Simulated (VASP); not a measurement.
Here is a VASP 6.6.1 calculation.

The input INCAR:

```
PREC = Accurate
ENCUT = 400
EDIFF = 1E-8
ISMEAR = -1
SIGMA = 0.05
LREAL = False
LASPH = True
NELM = 120
ALGO = Normal
ISIF = 2
LWAVE = False
LCHARG = False
LEFG = True
NBANDS = 16
GGA_COMPAT = False
```

File KPOINTS:

```
regular mesh
0
Gamma
  11 11 11
```

The input POSCAR:

```
Al2Au
1.0
    0.0000000000      3.0000000000      2.9400000000
    3.0000000000      0.0000000000      2.9400000000
    3.0000000000      3.0000000000      0.0000000000
Al Au
2 1
Direct
    0.2500000000      0.2500000000      0.2500000000
    0.7500000000      0.7500000000      0.7500000000
    0.0000000000      0.0000000000      0.0000000000
```

Potentials or basis: VASP PAW LDA potentials, release 64 (Al, Au).

Run with:

```sh
$ cat potpaw_LDA.64/Al/POTCAR potpaw_LDA.64/Au/POTCAR > POTCAR
$ mpirun -np 1 vasp_std > vasp.out
```

Q: What does it give for the pressure?

A: 0.0 GPa.

Electric field gradients, principal values (V/Å²):
| atom | least | middle | greatest (by size) |
| --- | --- | --- | --- |
| 1 Al | 0.375 | 0.375 | -0.750 |
| 2 Al | 0.375 | 0.375 | -0.750 |
| 3 Au | -11.344 | -11.344 | 22.688 |

Caveat: the cell differs from its parent crystal (zz strain of -2 %); without QUAD_EFG the Cq values of the log hold for a quadrupole moment of 1 mb, not for the nuclei.
